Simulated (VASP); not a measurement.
A run of VASP 6.6.1:

Contents of INCAR:

```
SYSTEM = AlN
  PREC = Accurate
  ENCUT = 600
  EDIFF = 1E-6
  ISMEAR = 0
  SIGMA = 0.01
  LREAL = .FALSE.
  LASPH = .TRUE.
  NELM = 80
  ALGO = Normal
  ISIF = 3
  LWAVE = .FALSE.
  LCHARG = .FALSE.
  GGA = PS
  IBRION = 2
  NSW = 100
  EDIFFG = -0.002
  PSTRESS = 70.0
```

The input KPOINTS:

```
Automatic mesh
0
G
  8 8 6
  0 0 0
```

Contents of POSCAR:

```
AlN
1.0
    3.1138396332      0.0000000000      0.0000000000
   -1.5569198166      2.6966642256      0.0000000000
    0.0000000000      0.0000000000      4.9828539278
Al N
2 2
Direct
    0.3333333333      0.6666666667     -0.0010087549
    0.6666666667      0.3333333333      0.4989912451
    0.3333333333      0.6666666667      0.3810087549
    0.6666666667      0.3333333333      0.8810087549
```

Potentials or basis: VASP PAW PBE potentials, release 64 (Al, N).

Command:

```sh
$ cat potpaw_PBE.64/Al/POTCAR potpaw_PBE.64/N/POTCAR > POTCAR
$ mpirun -np 1 vasp_std > vasp.out
```

Hardware: 1 thread of Intel(R) Xeon(R) Platinum 8488C (Sapphire Rapids) (shared host).

Question: How long does it take, and how much memory?

Answer: It took 63 s on 1 thread of Intel(R) Xeon(R) Platinum 8488C (Sapphire Rapids), on a shared host, peak memory 0.18 GiB. Counts: scf iterations 45, k points 40, ion steps 8.
